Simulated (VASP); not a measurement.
Co2Pd, 3 atoms in the cell. Symmetry: P-3m1, No. 164, trigonal system. Conventional cell: a = 2.602 Å, b = 2.602 Å, c = 6.234 Å, α = 90.00°, β = 90.00°, γ = 120.00°. Within 3.4 Å of Pd (site symmetry -3m) lie 6 Pd at 2.60 Å and 6 Co at 2.65 Å. Within 3.2 Å of Co (site symmetry 3m) lie 9 Co at 2.40 to 2.60 Å and 3 Pd at 2.65 Å. 

- Program: VASP 6.6.1
- Task: single point
- Functional: PBEsol
- Potentials or basis: VASP PAW PBE potentials, release 64 (Pd, Co)
- Cutoff: 520 eV
- k mesh: 12 × 12 × 4
- Occupations: fermi-dirac, width 0.05 eV
- Spin: collinear spin, ferromagnetic start
- Starting moments: [0.0, 2.0, 2.0] μB
- Dipole correction: no
- Further INCAR settings: ALGO = Normal; EDIFF = 1e-07; NBANDS = 25

Potentials or basis: VASP PAW PBE potentials, release 64 (Pd, Co).

Command:

```sh
$ cat potpaw_PBE.64/Pd/POTCAR potpaw_PBE.64/Co/POTCAR > POTCAR
$ mpirun -np 1 vasp_std > vasp.out
```

Hardware: 1 thread of Intel(R) Xeon(R) 6975P-C (Granite Rapids), with other jobs on the host.

Question: Estimate the wall time of this run.

Answer: Run time: 61 s on 1 thread of Intel(R) Xeon(R) 6975P-C (Granite Rapids), on a shared host, peak memory 0.23 GiB. Counts: scf iterations 17, k points 69.
